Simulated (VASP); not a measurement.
# C (Fd-3m) in VASP: single point with PBEsol

Aim: the single point of C with PBEsol.

Program: VASP 6.6.1. These are calculated values, not measurements. Logs are shortened: lines on timing, memory, paths and dates and some standing lists are left out, and cuts for length are marked.

**1. The cell of the first run**

The structure is cubic, space group Fd-3m (No. 227). The conventional cell has a = 3.554 Å, b = 3.554 Å, c = 3.554 Å, α = 90.00°, β = 90.00°, γ = 90.00°. Within 2.1 Å of C (site symmetry -43m) lie 4 C at 1.54 Å.

**2. Single point, PBEsol**

Contents of INCAR:

```
SYSTEM = C
PREC = Accurate
ENCUT = 910
EDIFF = 1E-6
ISMEAR = 0
SIGMA = 0.02
LREAL = .FALSE.
LASPH = .TRUE.
NELM = 120
ALGO = Normal
ISIF = 2
LWAVE = .FALSE.
LCHARG = .TRUE.
GGA = PS
LELF = .TRUE.
LVHAR = .TRUE.
NBANDS = 11
GGA_COMPAT = .FALSE.
```

Contents of KPOINTS:

```
regular mesh
0
G
  12 12 12
  0 0 0
```

Contents of POSCAR:

```
C
1.0
    0.0000000000      1.7769046136      1.7769046136
    1.7769046136      0.0000000000      1.7769046136
    1.7769046136      1.7769046136      0.0000000000
C
2
Direct
    0.0000000000      0.0000000000      0.0000000000
    0.2500000000      0.2500000000      0.2500000000
```

Potentials or basis: VASP PAW PBE potentials, release 64 (C_h).

Started as:

```sh
$ cat potpaw_PBE.64/C_h/POTCAR > POTCAR
$ mpirun -np 1 vasp_std > vasp.out
```

OUTCAR:

```text
SYSTEM = C
   PREC = Accurate
   ENCUT = 910
   EDIFF = 1E-6
   ISMEAR = 0
   LREAL = .FALSE.
   LASPH = .TRUE.
   NELM = 120
   ISIF = 2
   GGA = PS

 ion  position               nearest neighbor table
   1  0.000  0.000  0.000-
   2  0.250  0.250  0.250-

  LATTYP: Found a face centered cubic cell.
 ALAT       =     3.5538092272

  Lattice vectors:

 A1 = (   0.0000000000,   1.7769046136,   1.7769046136)
 A2 = (   1.7769046136,   0.0000000000,   1.7769046136)
 A3 = (   1.7769046136,   1.7769046136,   0.0000000000)

Analysis of symmetry for initial positions (statically):
=====================================================================
 Subroutine PRICEL returns:
 Original cell was already a primitive cell.

 Routine SETGRP: Setting up the symmetry group for a
 face centered cubic supercell.

 Subroutine GETGRP returns: Found 48 space group operations
 (whereof 24 operations were pure point group operations)
 out of a pool of 48 trial point group operations.

The static configuration has the point symmetry T_d .
 The point group associated with its full space group is O_h .

Analysis of symmetry for dynamics (positions and initial velocities):
=====================================================================
 Subroutine PRICEL returns:
 Original cell was already a primitive cell.

 Routine SETGRP: Setting up the symmetry group for a
 face centered cubic supercell.

 Subroutine GETGRP returns: Found 48 space group operations
 (whereof 24 operations were pure point group operations)
 out of a pool of 48 trial point group operations.

The dynamic configuration has the point symmetry T_d .
 The point group associated with its full space group is O_h .

 Subroutine INISYM returns: Found 48 space group operations
 (whereof 24 operations are pure point group operations),
 and found     1 'primitive' translations

----------------------------------------------------------------------------------------

                                     Primitive cell

  volume of cell :      11.2208

  direct lattice vectors                    reciprocal lattice vectors
     0.000000000  1.776904614  1.776904614    -0.281388205  0.281388205  0.281388205
     1.776904614  0.000000000  1.776904614     0.281388205 -0.281388205  0.281388205
     1.776904614  1.776904614  0.000000000     0.281388205  0.281388205 -0.281388205

  length of vectors
     2.512922604  2.512922604  2.512922604     0.487378668  0.487378668  0.487378668

  position of ions in fractional coordinates (direct lattice)
     0.000000000  0.000000000  0.000000000
     0.250000000  0.250000000  0.250000000

  ion indices of the primitive-cell ions
   primitive index   ion index
                 1           1
                 2           2

----------------------------------------------------------------------------------------

 KPOINTS: regular mesh

Automatic generation of k-mesh.
 Grid dimensions read from file:
 generate k-points for:   12   12   12

 Generating k-lattice:

  Cartesian coordinates                     Fractional coordinates (reciprocal lattice)
    -0.023449017  0.023449017  0.023449017     0.083333333  0.000000000  0.000000000
     0.023449017 -0.023449017  0.023449017     0.000000000  0.083333333  0.000000000
     0.023449017  0.023449017 -0.023449017     0.000000000  0.000000000  0.083333333

  Length of vectors
     0.040614889  0.040614889  0.040614889

  Shift w.r.t. Gamma in fractional coordinates (k-lattice)
     0.000000000  0.000000000  0.000000000

 Subroutine IBZKPT returns following result:
 ===========================================

 Found     72 irreducible k-points:

 Following reciprocal coordinates:
            Coordinates               Weight
  0.000000  0.000000  0.000000      1.000000
  0.083333  0.000000  0.000000      8.000000
  0.166667  0.000000  0.000000      8.000000
  0.250000  0.000000  0.000000      8.000000
  0.333333  0.000000  0.000000      8.000000
  0.416667  0.000000  0.000000      8.000000
[... 16 lines left out ...]
  0.500000  0.166667  0.000000     24.000000
 -0.416667  0.166667  0.000000     24.000000
 [... further k-points ...]
   k-points           NKPTS =     72   k-points in BZ     NKDIM =     72   number of bands    NBANDS=     11
   number of dos      NEDOS =    301   number of ions     NIONS =      2
   total plane-waves  NPLWV =  21952
   dimension x,y,z NGX =    28 NGY =   28 NGZ =   28
   dimension x,y,z NGXF=    56 NGYF=   56 NGZF=   56
   ions per type =               2
   NGX,Y,Z   is equivalent  to a cutoff of  18.52, 18.52, 18.52 a.u.
   NGXF,Y,Z  is equivalent  to a cutoff of  37.05, 37.05, 37.05 a.u.
 SYSTEM =  C
   PREC   = accura    normal or accurate (medium, high low for compatibility)
   ISTART =      0    job   : 0-new  1-cont  2-samecut
   ICHARG =      2    charge: 1-file 2-atom 10-const
   ISPIN  =      1    spin polarized calculation?
   LNONCOLLINEAR =      F non collinear calculations
   LSORBIT =      F    spin-orbit coupling
   LASPH  =      T    aspherical Exc in radial PAW
   ENCUT  =  910.0 eV  66.88 Ry    8.18 a.u.   6.18  6.18  6.18*2*pi/ulx,y,z
   NELM   =    120;   NELMIN=  2; NELMDL= -5     # of ELM steps
   EDIFF  = 0.1E-05   stopping-criterion for ELM
   LREAL  =      F    real-space projection
   EDIFFG = 0.1E-04   stopping-criterion for IOM
   NSW    =      0    number of steps for IOM
   IBRION =     -1    ionic relax: 0-MD 1-quasi-New 2-CG
   NFREE  =      0    steps in history (QN), initial steepest desc. (CG)
   ISIF   =      2    stress and relaxation
   ISYM   =      2    0-nonsym 1-usesym 2-fastsym
   POTIM  = 0.5000    time-step for ionic-motion
   TEBEG  =    0.0;   TEEND  =   0.0 temperature during run
   PSTRESS=    0.0 pullay stress
   NELECT =       8.0000    total number of electrons
   NUPDOWN=      -1.0000    fix difference up-down
   EMIN   =  10.00;   EMAX   =-10.00  energy-range for DOS
   EFERMI =   0.00;   METHOD = LEGACY
   ISMEAR =     0;   SIGMA  =   0.02  broadening in eV -4-tet -1-fermi 0-gaus
   EFERMI_NEDOS =   21; number of points for ismear=-14 and -15
   IALGO  =     38    algorithm
   IMIX   =      4    mixing-type and parameters
     AMIX     =   0.40;   BMIX     =  1.00
     AMIX_MAG =   1.60;   BMIX_MAG =  1.00
  volume/ion in A,a.u.               =       5.61        37.86
  Fermi-wavevector in a.u.,A,eV,Ry     =   1.462505  2.763734 29.101788  2.138921
  Thomas-Fermi vector in A             =   2.578710
   LORBIT       =      0    0 simple, 1 ext, 2 COOP (PROOUT), +10 PAW based schemes
   GGA     = PS    functional components
   LHFCALC =     F    Hartree Fock is set to
   AEXX    =    0.0000 exact exchange contribution
   IVDW    =     0    specifies the selected vdW correction
   LEPSILON=     F    determine dielectric tensor
   LRPA    =     F    only Hartree local field effects (RPA)
 non-spin polarized calculation
 Gauss-broadening in eV      SIGMA  =   0.02
  energy-cutoff  :      910.00
  volume of cell :       11.22
 maximum number of plane-waves:       725
 NGX is ok and might be reduce to    28
   NGX = 13   NGY = 13   NGZ = 13

 number of electron       8.0000000 magnetization

 Free energy of the ion-electron system (eV)
  ---------------------------------------------------
  ext. energy  EPLUGINS =         0.00000000
  ---------------------------------------------------
  free energy    TOTEN  =       -19.27631478 eV

  energy without entropy =      -19.27631478  energy(sigma->0) =      -19.27631478

 E-fermi :  11.2471     XC(G=0): -13.6285

 val. band max:       11.0903230070   @ k =   0.0000   0.0000   0.0000
 cond. band min:      15.1558062858   @ k =   0.3333   0.3333   0.0000
 fundamental gap:      4.0654832788
 Fermi energy:        11.2470996975

 k-point     1 :       0.0000    0.0000    0.0000
  band No.  band energies     occupation
      1     -10.5755      2.00000
      2      11.0903      2.00000
      3      11.0903      2.00000
      4      11.0903      2.00000
      5      16.6652      0.00000
      6      16.6652      0.00000
      7      16.6652      0.00000
      8      24.7149      0.00000
      9      30.1944      0.00000
     10      37.6468      0.00000
     11      37.6468      0.00000

 k-point     2 :       0.0833    0.0000    0.0000
  band No.  band energies     occupation
      1     -10.3812      2.00000
      2       9.8460      2.00000
      3      10.7612      2.00000
      4      10.7612      2.00000
      5      17.0960      0.00000
      6      17.0960      0.00000
      7      17.3968      0.00000
      8      24.8611      0.00000
      9      30.5214      0.00000
     10      35.4165      0.00000
     11      35.4165      0.00000

 k-point     3 :       0.1667    0.0000    0.0000
  band No.  band energies     occupation
      1      -9.8008      2.00000
      2       7.2853      2.00000
      3      10.0492      2.00000
      4      10.0492      2.00000
      5      18.0269      0.00000
      6      18.0269      0.00000
      7      18.5182      0.00000
      8      25.2757      0.00000
      9      31.2060      0.00000
     10      33.7990      0.00000
     11      33.7990      0.00000

 k-point     4 :       0.2500    0.0000    0.0000
  band No.  band energies     occupation
      1      -8.8419      2.00000
      2       4.4184      2.00000
      3       9.3175      2.00000
      4       9.3175      2.00000
      5      18.8855      0.00000
      6      18.8855      0.00000
      7      19.3095      0.00000
      8      25.8457      0.00000
      9      31.6546      0.00000
     10      33.3846      0.00000
     11      33.3846      0.00000
[... 239 lines left out ...]
 k-point    22 :       0.4167    0.1667    0.0000
  band No.  band energies     occupation
      1      -6.3536      2.00000
      2       1.2059      2.00000
      3       6.7747      2.00000
      4       6.9703      2.00000
      5      17.7092      0.00000
      6      22.1160      0.00000
      7      22.3143      0.00000
      8      23.7302      0.00000
      9      32.0713      0.00000
     10      33.6113      0.00000
     11      38.4733      0.00000

 k-point    23 :       0.5000    0.1667    0.0000
  band No.  band energies     occupation
      1      -4.7343      2.00000
      2      -1.0797      2.00000
      3       6.0442      2.00000
      4       7.0614      2.00000
      5      18.1192      0.00000
      6      21.8320      0.00000
      7      22.4408      0.00000
      8      25.3618      0.00000
      9      31.1395      0.00000
     10      34.9658      0.00000
     11      37.6544      0.00000

 k-point    24 :      -0.4167    0.1667    0.0000
  band No.  band energies     occupation
      1      -4.2833      2.00000
      2      -1.6183      2.00000
      3       5.5472      2.00000
      4       7.4477      2.00000
      5      18.5622      0.00000
      6      21.3360      0.00000
      7      22.4129      0.00000
      8      26.5590      0.00000
      9      30.4345      0.00000
     10      35.2159      0.00000
     11      35.6909      0.00000

 [... further k-points ...]
[... 5 lines left out ...]
  --------------------------------------------------------------------------------------
  -------------------------------------------------------------------------------------
  Total       -0.0004555     -0.0004555     -0.0004555     -0.0000000     -0.0000000     -0.0000000
  in kB       -0.0650332     -0.0650332     -0.0650332     -0.0000000     -0.0000000     -0.0000000
  external PRESSURE =      -0.0650332 kB  Pullay stress =       0.0000000 kB

 VOLUME and BASIS-vectors are now :
 -----------------------------------------------------------------------------
  energy-cutoff  :      910.00
  volume of cell :       11.22
      direct lattice vectors                 reciprocal lattice vectors
     0.000000000  1.776904614  1.776904614    -0.281388205  0.281388205  0.281388205
     1.776904614  0.000000000  1.776904614     0.281388205 -0.281388205  0.281388205
     1.776904614  1.776904614  0.000000000     0.281388205  0.281388205 -0.281388205

 POSITION                                       TOTAL-FORCE (eV/Angst)
 -----------------------------------------------------------------------------------
      0.00000      0.00000      0.00000        -0.000000     -0.000000     -0.000000
      0.88845      0.88845      0.88845         0.000000      0.000000      0.000000
 -----------------------------------------------------------------------------------
    total drift:                                0.000000      0.000000      0.000000

  FREE ENERGIE OF THE ION-ELECTRON SYSTEM (eV)
  ---------------------------------------------------
  free  energy   TOTEN  =       -19.2763147807 eV

  energy  without entropy=      -19.2763147807  energy(sigma->0) =      -19.27631478
```

It took 28 s on 1 thread of AMD EPYC 7R43 (Zen 3), shared host; peak memory 0.12 GiB.

What came out:

```
Free energy            : -19.2763 eV
Pressure               : 0.0 GPa
Band gap on the k mesh : 4.07 eV, indirect (least direct gap 5.57 eV)
```

Levels at points of the mesh, in eV from the valence-band top:
| k point | band 1 | band 2 | band 3 | band 4 | band 5 | band 6 | band 7 | band 8 |
| --- | --- | --- | --- | --- | --- | --- | --- | --- |
| (0.00, 0.00, 0.00) | -21.67 | 0.00 | 0.00 | 0.00 | 5.57 | 5.57 | 5.57 | 13.62 |
| (0.50, 0.00, 0.00) | -15.77 | -13.58 | -2.84 | -2.84 | 8.43 | 8.43 | 8.99 | 15.59 |
| (0.50, 0.50, 0.00) | -12.85 | -12.85 | -6.40 | -6.40 | 4.63 | 4.63 | 16.95 | 16.95 |

Caveat: the cutoff is under 1.25 times the usual one of these potentials, so pressure, stress and relaxed cells hold a basis-set (Pulay) error; the PAW data sets were made with another functional, which shifts forces and pressure a little.
